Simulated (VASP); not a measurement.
# Ru (P6_3/mmc) in VASP: further runs

Runs on Ru. Level: PBEsol. Tasks: single point, relaxation of shape and atoms at fixed volume.

Everything below comes from runs of VASP 6.6.1. Logs are shortened: lines on timing, memory, paths and dates and some standing lists are left out, and cuts for length are marked.

### Step 1. The cell of the first run

Symmetry: P6_3/mmc, No. 194, hexagonal system. Conventional cell: a = 2.690 Å, b = 2.690 Å, c = 4.251 Å, α = 90.00°, β = 90.00°, γ = 120.00°. Within 3.5 Å of Ru (site symmetry -6m2) lie 12 Ru at 2.63 to 2.69 Å.

### Step 2. Single point, PBEsol

Contents of INCAR:

```
SYSTEM = Ru
  ALGO = Normal
  EDIFF = 1E-7
  ENCUT = 520
  GGA = PS
  ISIF = 2
  ISMEAR = -1
  LASPH = .True.
  LCHARG = .False.
  LREAL = .False.
  LWAVE = .False.
  NBANDS = 21
  NELM = 60
  PREC = Accurate
  SIGMA = 0.08
```

Contents of KPOINTS:

```
k-points
0
Gamma
  18 18 10
  0 0 0
```

Contents of POSCAR:

```
Ru
1.0
    2.6902825050      0.0000000000      0.0000000000
   -1.3451412525      2.3298529927      0.0000000000
    0.0000000000      0.0000000000      4.2511266246
Ru
2
Direct
    0.3333333333      0.6666666667      0.2500000000
    0.6666666667      0.3333333333      0.7500000000
```

Potentials or basis: VASP PAW PBE potentials, release 64 (Ru_pv).

Command:

```bash
> cat potpaw_PBE.64/Ru_pv/POTCAR > POTCAR
> mpirun -np 1 vasp_std > vasp.out
```

OUTCAR:

```text
SYSTEM = Ru
   EDIFF = 1E-7
   ENCUT = 520
   GGA = PS
   ISIF = 2
   ISMEAR = -1
   LASPH = .True.
   LREAL = .False.
   NELM = 60
   PREC = Accurate

 ion  position               nearest neighbor table
   1  0.333  0.667  0.250-   2 2.63   2 2.63   2 2.63   2 2.63   2 2.63   2 2.63
   2  0.667  0.333  0.750-   1 2.63   1 2.63   1 2.63   1 2.63   1 2.63   1 2.63

  LATTYP: Found a hexagonal cell.
 ALAT       =     2.6902825050
 C/A-ratio  =     1.5801785191

  Lattice vectors:

 A1 = (   2.6902825050,   0.0000000000,   0.0000000000)
 A2 = (  -1.3451412525,   2.3298529927,   0.0000000000)
 A3 = (   0.0000000000,   0.0000000000,   4.2511266246)

Analysis of symmetry for initial positions (statically):
=====================================================================
 Subroutine PRICEL returns:
 Original cell was already a primitive cell.

 Routine SETGRP: Setting up the symmetry group for a
 hexagonal supercell.

 Subroutine GETGRP returns: Found 24 space group operations
 (whereof 12 operations were pure point group operations)
 out of a pool of 24 trial point group operations.

The static configuration has the point symmetry D_3d.
 The point group associated with its full space group is D_6h.

Analysis of symmetry for dynamics (positions and initial velocities):
=====================================================================
 Subroutine PRICEL returns:
 Original cell was already a primitive cell.

 Routine SETGRP: Setting up the symmetry group for a
 hexagonal supercell.

 Subroutine GETGRP returns: Found 24 space group operations
 (whereof 12 operations were pure point group operations)
 out of a pool of 24 trial point group operations.

The dynamic configuration has the point symmetry D_3d.
 The point group associated with its full space group is D_6h.

 Subroutine INISYM returns: Found 24 space group operations
 (whereof 12 operations are pure point group operations),
 and found     1 'primitive' translations

----------------------------------------------------------------------------------------

                                     Primitive cell

  volume of cell :      26.6459

  direct lattice vectors                    reciprocal lattice vectors
     2.690282505  0.000000000  0.000000000     0.371708175  0.214605815  0.000000000
    -1.345141252  2.329852993  0.000000000     0.000000000  0.429211630  0.000000000
     0.000000000  0.000000000  4.251126625     0.000000000  0.000000000  0.235231760

  length of vectors
     2.690282505  2.690282505  4.251126625     0.429211630  0.429211630  0.235231760

  position of ions in fractional coordinates (direct lattice)
     0.333333333  0.666666667  0.250000000
     0.666666667  0.333333333  0.750000000

  ion indices of the primitive-cell ions
   primitive index   ion index
                 1           1
                 2           2

----------------------------------------------------------------------------------------

 KPOINTS: k-points

Automatic generation of k-mesh.
 Grid dimensions read from file:
 generate k-points for:   18   18   10

 Generating k-lattice:

  Cartesian coordinates                     Fractional coordinates (reciprocal lattice)
     0.020650454  0.011922545  0.000000000     0.055555556  0.000000000  0.000000000
     0.000000000  0.023845091  0.000000000     0.000000000  0.055555556  0.000000000
     0.000000000  0.000000000  0.023523176     0.000000000  0.000000000  0.100000000

  Length of vectors
     0.023845091  0.023845091  0.023523176

  Shift w.r.t. Gamma in fractional coordinates (k-lattice)
     0.000000000  0.000000000  0.000000000

 Subroutine IBZKPT returns following result:
 ===========================================

 Found    222 irreducible k-points:

 Following reciprocal coordinates:
            Coordinates               Weight
  0.000000  0.000000  0.000000      1.000000
  0.055556  0.000000  0.000000      6.000000
  0.111111  0.000000  0.000000      6.000000
  0.166667 -0.000000  0.000000      6.000000
  0.222222 -0.000000  0.000000      6.000000
  0.277778  0.000000  0.000000      6.000000
[... 16 lines left out ...]
  0.333333  0.111111  0.000000     12.000000
  0.388889  0.111111  0.000000     12.000000
 [... further k-points ...]
   k-points           NKPTS =    222   k-points in BZ     NKDIM =    222   number of bands    NBANDS=     21
   number of dos      NEDOS =    301   number of ions     NIONS =      2
   total plane-waves  NPLWV =  12800
   dimension x,y,z NGX =    20 NGY =   20 NGZ =   32
   dimension x,y,z NGXF=    40 NGYF=   40 NGZF=   64
   ions per type =               2
   NGX,Y,Z   is equivalent  to a cutoff of  12.36, 12.36, 12.51 a.u.
   NGXF,Y,Z  is equivalent  to a cutoff of  24.72, 24.72, 25.03 a.u.
 SYSTEM =  Ru
   PREC   = accura    normal or accurate (medium, high low for compatibility)
   ISTART =      0    job   : 0-new  1-cont  2-samecut
   ICHARG =      2    charge: 1-file 2-atom 10-const
   ISPIN  =      1    spin polarized calculation?
   LNONCOLLINEAR =      F non collinear calculations
   LSORBIT =      F    spin-orbit coupling
   LASPH  =      T    aspherical Exc in radial PAW
   ENCUT  =  520.0 eV  38.22 Ry    6.18 a.u.   5.00  5.00  7.90*2*pi/ulx,y,z
   NELM   =     60;   NELMIN=  2; NELMDL= -5     # of ELM steps
   EDIFF  = 0.1E-06   stopping-criterion for ELM
   LREAL  =      F    real-space projection
   EDIFFG = 0.1E-05   stopping-criterion for IOM
   NSW    =      0    number of steps for IOM
   IBRION =     -1    ionic relax: 0-MD 1-quasi-New 2-CG
   NFREE  =      0    steps in history (QN), initial steepest desc. (CG)
   ISIF   =      2    stress and relaxation
   ISYM   =      2    0-nonsym 1-usesym 2-fastsym
   POTIM  = 0.5000    time-step for ionic-motion
   TEBEG  =    0.0;   TEEND  =   0.0 temperature during run
   PSTRESS=    0.0 pullay stress
   NELECT =      28.0000    total number of electrons
   NUPDOWN=      -1.0000    fix difference up-down
   EMIN   =  10.00;   EMAX   =-10.00  energy-range for DOS
   EFERMI =   0.00;   METHOD = LEGACY
   ISMEAR =    -1;   SIGMA  =   0.08  broadening in eV -4-tet -1-fermi 0-gaus
   EFERMI_NEDOS =   21; number of points for ismear=-14 and -15
   IALGO  =     38    algorithm
   IMIX   =      4    mixing-type and parameters
     AMIX     =   0.40;   BMIX     =  1.00
     AMIX_MAG =   1.60;   BMIX_MAG =  1.00
  volume/ion in A,a.u.               =      13.32        89.91
  Fermi-wavevector in a.u.,A,eV,Ry     =   1.664373  3.145209 37.690014  2.770138
  Thomas-Fermi vector in A             =   2.750928
   LORBIT       =      0    0 simple, 1 ext, 2 COOP (PROOUT), +10 PAW based schemes
   GGA     = PS    functional components
   LHFCALC =     F    Hartree Fock is set to
   AEXX    =    0.0000 exact exchange contribution
   IVDW    =     0    specifies the selected vdW correction
   LEPSILON=     F    determine dielectric tensor
   LRPA    =     F    only Hartree local field effects (RPA)
 non-spin polarized calculation
  energy-cutoff  :      520.00
  volume of cell :       26.65
 maximum number of plane-waves:       738
 NGX is ok and might be reduce to    20
   NGX =  9   NGY =  9   NGZ = 15

 number of electron      27.9999997 magnetization

 Free energy of the ion-electron system (eV)
  ---------------------------------------------------
  ext. energy  EPLUGINS =         0.00000000
  ---------------------------------------------------
  free energy    TOTEN  =       -20.35846910 eV

  energy without entropy =      -20.32410987  energy(sigma->0) =      -20.34128949

 E-fermi :  13.0515     XC(G=0): -14.3976

 val. band max:       13.0408984319   @ k =   0.4444   0.1111   0.5000
 cond. band min:      13.0631752058   @ k =   0.2222   0.1111   0.1000
 fundamental gap:      0.0222767739
 Fermi energy:        13.0514751471

 k-point     1 :       0.0000    0.0000    0.0000
  band No.  band energies     occupation
      1     -30.6285      2.00000
      2     -29.6285      2.00000
      3     -29.6285      2.00000
      4     -29.4458      2.00000
      5     -29.4458      2.00000
      6     -29.4007      2.00000
[... 13 lines left out ...]
     20      23.3099      0.00000
     21      23.6185      0.00000

 k-point     2 :       0.0556    0.0000    0.0000
  band No.  band energies     occupation
      1     -30.6172      2.00000
      2     -29.6527      2.00000
      3     -29.6367      2.00000
      4     -29.4711      2.00000
      5     -29.4490      2.00000
      6     -29.4059      2.00000
[... 13 lines left out ...]
     20      23.3099      0.00000
     21      23.6030      0.00000

 k-point     3 :       0.1111    0.0000    0.0000
  band No.  band energies     occupation
      1     -30.5839      2.00000
      2     -29.7221      2.00000
      3     -29.6599      2.00000
      4     -29.5430      2.00000
      5     -29.4587      2.00000
      6     -29.4217      2.00000
[... 13 lines left out ...]
     20      23.3098      0.00000
     21      23.5537      0.00000

 k-point     4 :       0.1667   -0.0000    0.0000
  band No.  band energies     occupation
      1     -30.5307      2.00000
      2     -29.8285      2.00000
      3     -29.6945      2.00000
      4     -29.6512      2.00000
      5     -29.4742      2.00000
      6     -29.4481      2.00000
[... 13 lines left out ...]
     20      23.3097      0.00000
     21      23.4744      0.00000

 k-point     5 :       0.2222   -0.0000    0.0000
  band No.  band energies     occupation
      1     -30.4609      2.00000
      2     -29.9590      2.00000
      3     -29.7806      2.00000
      4     -29.7356      2.00000
      5     -29.4943      2.00000
      6     -29.4849      2.00000
[... 13 lines left out ...]
     20      23.3096      0.00000
     21      23.3972      0.00000
[... 382 lines left out ...]
     20      23.3092      0.00000
     21      23.3684      0.00000

 k-point    22 :       0.2778    0.1111    0.0000
  band No.  band energies     occupation
      1     -30.2661      2.00000
      2     -30.2136      2.00000
      3     -30.0694      2.00000
      4     -29.8322      2.00000
      5     -29.6025      2.00000
      6     -29.5925      2.00000
[... 13 lines left out ...]
     20      23.3080      0.00000
     21      23.3341      0.00000

 k-point    23 :       0.3333    0.1111    0.0000
  band No.  band energies     occupation
      1     -30.3127      2.00000
      2     -30.1821      2.00000
      3     -30.1361      2.00000
      4     -29.8826      2.00000
      5     -29.6610      2.00000
      6     -29.6150      2.00000
[... 13 lines left out ...]
     20      23.3089      0.00000
     21      24.0060      0.00000

 k-point    24 :       0.3889    0.1111    0.0000
  band No.  band energies     occupation
      1     -30.3770      2.00000
      2     -30.1795      2.00000
      3     -30.1139      2.00000
      4     -29.9149      2.00000
      5     -29.7124      2.00000
      6     -29.6296      2.00000
[... 13 lines left out ...]
     20      23.3075      0.00000
     21      24.3386      0.00000

 [... further k-points ...]
[... 5 lines left out ...]
  --------------------------------------------------------------------------------------
  -------------------------------------------------------------------------------------
  Total       -0.0140076     -0.0140076     -0.0089513      0.0000000      0.0000000     -0.0000000
  in kB       -0.8422538     -0.8422538     -0.5382293      0.0000000      0.0000000     -0.0000000
  external PRESSURE =      -0.7409123 kB  Pullay stress =       0.0000000 kB

 VOLUME and BASIS-vectors are now :
 -----------------------------------------------------------------------------
  energy-cutoff  :      520.00
  volume of cell :       26.65
      direct lattice vectors                 reciprocal lattice vectors
     2.690282505  0.000000000  0.000000000     0.371708175  0.214605815  0.000000000
    -1.345141252  2.329852993  0.000000000     0.000000000  0.429211630  0.000000000
     0.000000000  0.000000000  4.251126625     0.000000000  0.000000000  0.235231760

 POSITION                                       TOTAL-FORCE (eV/Angst)
 -----------------------------------------------------------------------------------
     -0.00000      1.55324      1.06278         0.000000      0.000000      0.000000
      1.34514      0.77662      3.18834        -0.000000     -0.000000      0.000000
 -----------------------------------------------------------------------------------
    total drift:                               -0.000000      0.000000     -0.000000

  FREE ENERGIE OF THE ION-ELECTRON SYSTEM (eV)
  ---------------------------------------------------
  free  energy   TOTEN  =       -20.3584691028 eV

  energy  without entropy=      -20.3241098721  energy(sigma->0) =      -20.34128949
```

Wall time 36 s (1 thread of Intel Xeon 6975P-C (Granite Rapids), shared host); peak memory 0.2 GiB.

What came out:

- Free energy: -20.3585 eV
- Pressure: -0.1 GPa
- Band gap on the k mesh: zero (bands 14 and 15 overlap by 3.22 eV)

Levels at points of the mesh, in eV from the Fermi level:
```csv
k point,band 10,band 11,band 12,band 13,band 14,band 15,band 16,band 17,band 18,band 19
"(0.00, 0.00, 0.00)",-2.69,-2.49,-1.97,-1.97,-1.44,-1.44,1.23,1.23,1.27,10.22
"(0.50, 0.00, 0.00)",-3.12,-2.13,-1.87,-1.56,1.48,1.91,2.00,4.16,6.23,10.25
"(0.00, 0.00, 0.50)",-2.86,-2.86,-2.86,-2.80,-2.80,0.57,0.57,0.57,0.57,10.26
"(0.50, 0.00, 0.50)",-4.67,-1.10,-1.10,0.44,0.44,1.74,1.74,3.44,3.44,10.24
```

Caveat: the PAW data sets were made with another functional, which shifts forces and pressure a little.

(Continued in part 2 of 2.)

The gap in the log of VASP goes by the Fermi energy; the results here count the filled bands.